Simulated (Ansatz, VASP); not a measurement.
Te2Mo: VASP beside Ansatz

Contents of INCAR:

```
PREC = Accurate
ENCUT = 520
EDIFF = 1E-6
ISMEAR = 0
SIGMA = 0.05
LREAL = False
LASPH = True
NELM = 80
ALGO = Normal
ISIF = 2
LWAVE = False
LCHARG = False
NBANDS = 20
```

Contents of KPOINTS:

```
Automatic mesh
0
Gamma
  12 12 2
```

Contents of POSCAR:

```
Te2Mo
1.0
    3.5602328140      0.0000000000      0.0000000000
   -1.7801164070      3.0832520603      0.0000000000
    0.0000000000      0.0000000000     17.5240578200
Te Mo
2 1
Direct
    0.3226325013      0.6452650027      0.9011345450
    0.3226325013      0.6452650027      0.1054236450
    0.0000000000      0.0000000000      0.0000000000
```

Input for Ansatz:

```yaml
crystal:
  lattice:
    - [3.560232814, 0.0, 0.0]
    - [-1.780116407, 3.0832520603, 0.0]
    - [0.0, 0.0, 17.52405782]
  atoms:
    - { symbol: Te, position: [0.3226325013, 0.6452650027, 0.901134545] }
    - { symbol: Te, position: [0.3226325013, 0.6452650027, 0.105423645] }
    - { symbol: Mo, position: [0.0, 0.0, 0.0] }
basis:
  ecutwfc: 420
kpoints:
  mp_grid: { grid: [12, 12, 2] }
hamiltonian:
  xc: lda
scf:
  occupations: { method: gaussian, width: 0.05 }
output:
  forces: true
  stress: true
  eigenvalues: true
  write_density: true
  write_potential: true
  elf: true
  volumetric_format: npy
```

Change from the starting cell: all Te atoms moved +0.087 Å, as atom 1 towards its neighbour atom 3 (Mo) at 2.726 Å.

Alike in both runs: task single point; functional LDA; k mesh 12 × 12 × 2; occupations gaussian, width 0.05 eV; no spin polarisation.

|  | VASP | Ansatz |
| --- | --- | --- |
| version | VASP 6.6.1 | Ansatz 0.2.0 |
| potentials or method | VASP PAW LDA potentials, release 64 (Te, Mo_sv), cutoff 520 eV | scalar-relativistic, plane waves, PAW |
| valence electrons in the cell | 26 | 46 |

```csv
,VASP,Ansatz,Ansatz less VASP
gap on the k mesh at the Fermi level (eV),1.05,1.05,0.000
least direct gap on the mesh (eV),1.05,1.05,0.000
rms of the force components (eV/Å),0.633,0.634,+0.0012
```

LDA's correlation is that of Perdew and Zunger in VASP and of Perdew and Wang (1992) in Ansatz. Atom by atom the forces differ by 0.025 eV/Å (rms over components). VASP's potentials hold 26 valence electrons a cell and Ansatz's 46, so a difference there can come from the potentials and not from the codes. Ansatz's warnings: xc potential rough in thin density.

Neither program's run includes spin-orbit coupling.
